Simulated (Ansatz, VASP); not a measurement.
**In: VASP beside Ansatz**

INCAR

```
SYSTEM = In
PREC     = Accurate       ! precision mode
ENCUT    = 520            ! plane-wave cutoff, eV
EDIFF    = 1E-6           ! SCF threshold, eV
ISMEAR   = 0              ! smearing method
SIGMA    = 0.15           ! smearing width, eV
LREAL    = .FALSE.        ! projectors in reciprocal space
LASPH    = .TRUE.         ! aspherical terms in the spheres
NELM     = 80             ! most SCF steps
ALGO     = Fast           ! electronic algorithm
ISIF     = 2              ! what is computed and relaxed
LWAVE    = .FALSE.        ! write WAVECAR
LCHARG   = .FALSE.        ! write CHGCAR
GGA      = PS             ! functional
NBANDS   = 12             ! bands
```

The input KPOINTS:

```
Automatic mesh
0
G
  20 20 20
  0 0 0
```

The input POSCAR:

```
In
1.0
   -1.8521566192      1.8521566192      1.9447644502
    1.8521566192     -1.8521566192      1.9447644502
    1.8521566192      1.8521566192     -1.9447644502
In
1
Direct
    0.0000000000      0.0000000000      0.0000000000
```

Input for Ansatz:

```yaml
crystal:
  lattice:
    - [-1.8521566192, 1.8521566192, 1.9447644502]
    - [1.8521566192, -1.8521566192, 1.9447644502]
    - [1.8521566192, 1.8521566192, -1.9447644502]
  atoms:
    - { symbol: In, position: [0.0, 0.0, 0.0] }
basis:
  ecutwfc: 420
kpoints:
  mp_grid: { grid: [20, 20, 20] }
hamiltonian:
  xc: pbesol
scf:
  occupations: { method: gaussian, width: 0.15 }
output:
  forces: true
  stress: true
  eigenvalues: true
```

Alike in both runs: task single point; functional PBEsol; k mesh 20 × 20 × 20; occupations gaussian, width 0.15 eV; no spin polarisation.

|  | VASP | Ansatz |
| --- | --- | --- |
| version | VASP 6.6.1 | Ansatz 0.2.0 |
| potentials or method | VASP PAW PBE potentials, release 64 (In_d), cutoff 520 eV | scalar-relativistic, plane waves, PAW |
| valence electrons in the cell | 13 | 13 |

```csv
,VASP,Ansatz,Ansatz less VASP
gap on the k mesh at the Fermi level (eV),none,none,-
pressure (GPa),-1.3,-1.3,+0.02
"traceless stress, the component that is largest in VASP (GPa)",0.09,0.09,+0.001
```

VASP's potentials were made for PBE, not for PBEsol. A gap of «none» marks a metal or a gap that the smearing closes. The functional is the same, so the differences come from potentials, cutoffs and numerics.
